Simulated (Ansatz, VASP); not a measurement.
CsH: VASP beside Ansatz

Contents of POSCAR:

```
CsH
1.0
    0.0000000000      3.1880000000      2.9329600000
    3.1880000000      0.0000000000      2.9329600000
    3.1880000000      3.1880000000      0.0000000000
Cs H
1 1
Direct
    0.0000000000      0.0000000000      0.0000000000
    0.5000000000      0.5000000000      0.5000000000
```

Contents of INCAR.step1:

```
SYSTEM = CsH
PREC     = Accurate       ! precision mode
ENCUT    = 520            ! plane-wave cutoff, eV
ISMEAR   = 0              ! smearing method
SIGMA    = 0.05           ! smearing width, eV
LREAL    = .FALSE.        ! projectors in reciprocal space
LASPH    = .TRUE.         ! aspherical terms in the spheres
NELM     = 60             ! most SCF steps
NBANDS   = 12             ! bands
GGA      = PE             ! functional
ALGO     = Normal         ! electronic algorithm
EDIFF    = 1E-4           ! SCF threshold, eV
LWAVE    = .TRUE.         ! write WAVECAR
LCHARG   = .FALSE.        ! write CHGCAR
```

The input INCAR.step2:

```
SYSTEM = CsH
PREC     = Accurate       ! precision mode
ENCUT    = 520            ! plane-wave cutoff, eV
EDIFF    = 1E-7           ! SCF threshold, eV
ISMEAR   = 0              ! smearing method
SIGMA    = 0.05           ! smearing width, eV
LREAL    = .FALSE.        ! projectors in reciprocal space
LASPH    = .TRUE.         ! aspherical terms in the spheres
NELM     = 60             ! most SCF steps
ALGO     = Normal         ! electronic algorithm
ISIF     = 2              ! what is computed and relaxed
LWAVE    = .FALSE.        ! write WAVECAR
LCHARG   = .TRUE.         ! write CHGCAR
METAGGA  = R2SCAN         ! meta-GGA
LMIXTAU  = .TRUE.       
LELF     = .TRUE.         ! ELF
LVHAR    = .TRUE.       
NBANDS   = 12             ! bands
ISTART   = 1
```

KPOINTS

```
Automatic mesh
0
G
  6 6 6
  0 0 0
```

Input for Ansatz:

```yaml
crystal:
  lattice:
    - [0.0, 3.188, 2.93296]
    - [3.188, 0.0, 2.93296]
    - [3.188, 3.188, 0.0]
  atoms:
    - { symbol: Cs, position: [0.0, 0.0, 0.0] }
    - { symbol: H, position: [0.5, 0.5, 0.5] }
basis:
  ecutwfc: 500
kpoints:
  mp_grid: { grid: [6, 6, 6] }
hamiltonian:
  xc: r2scan
scf:
  occupations: { method: gaussian, width: 0.05 }
output:
  forces: true
  stress: true
  eigenvalues: true
```

Change from the starting cell: strain +0.000 along x and y, -0.080 along z, atoms carried along.

Alike in both runs: task single point; functional r2SCAN; k mesh 6 × 6 × 6; occupations gaussian, width 0.05 eV; no spin polarisation.

|  | VASP | Ansatz |
| --- | --- | --- |
| version | VASP 6.6.1 | Ansatz 0.2.0 |
| potentials or method | VASP PAW PBE potentials, release 64 (Cs_sv, H), cutoff 520 eV | scalar-relativistic, plane waves, PAW |
| valence electrons in the cell | 10 | 10 |

Ansatz gave:

* gap on the k mesh at the Fermi level (eV): 2.53
* least direct gap on the mesh (eV): 2.53
* pressure (GPa): 1.2
* traceless stress, the component that is largest in VASP (GPa): 1.99

**Question.** Which values does VASP return?

**Answer.** gap on the k mesh at the Fermi level (eV): 2.51; least direct gap on the mesh (eV): 2.51; pressure (GPa): 1.2; traceless stress, the component that is largest in VASP (GPa): 2.03.

VASP's potentials were made for PBE, not for r2SCAN. With one functional, cell and mesh, what is left measures potentials, basis and numerics.

Spin-orbit coupling is off throughout.
